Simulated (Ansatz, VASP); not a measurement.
## One calculation of YB6, two programs

```
Y B
1.0
     4.04114    0.00000    0.00000
     0.00000    4.04114    0.00000
     0.00000    0.00000    4.04114
Y B
1 6
Direct
  0.00000 0.00000 0.00000
  0.19912 0.50000 0.50000
  0.50000 0.19912 0.50000
  0.80088 0.50000 0.50000
  0.50000 0.80088 0.50000
  0.50000 0.50000 0.19912
  0.50000 0.50000 0.80088
```

Alike in both runs: functional LDA; k mesh 6 × 6 × 6; occupations gaussian, width 0.1 eV; no spin polarisation.

Ansatz relaxed the structure, and its values are those at the end. VASP's run is a single point on that final structure, the one shown.

```csv
,VASP,Ansatz
version,VASP 6.6.1,Ansatz 0.2.0
potentials or method,"VASP PAW LDA potentials, release 64 (Y_sv, B), cutoff 500 eV","scalar-relativistic, plane waves, PAW"
valence electrons in the cell,29,29
```

|  | VASP | Ansatz | Ansatz less VASP |
| --- | --- | --- | --- |
| gap on the k mesh at the Fermi level (eV) | none | none | - |
| pressure (GPa) | 0.2 | 0.0 | -0.23 |
| rms of the force components (eV/Å) | 0.021 | 0.006 | -0.0145 |

LDA's correlation is that of Perdew and Zunger in VASP and of Perdew and Wang (1992) in Ansatz. A gap of «none» marks a metal or a gap that the smearing closes.
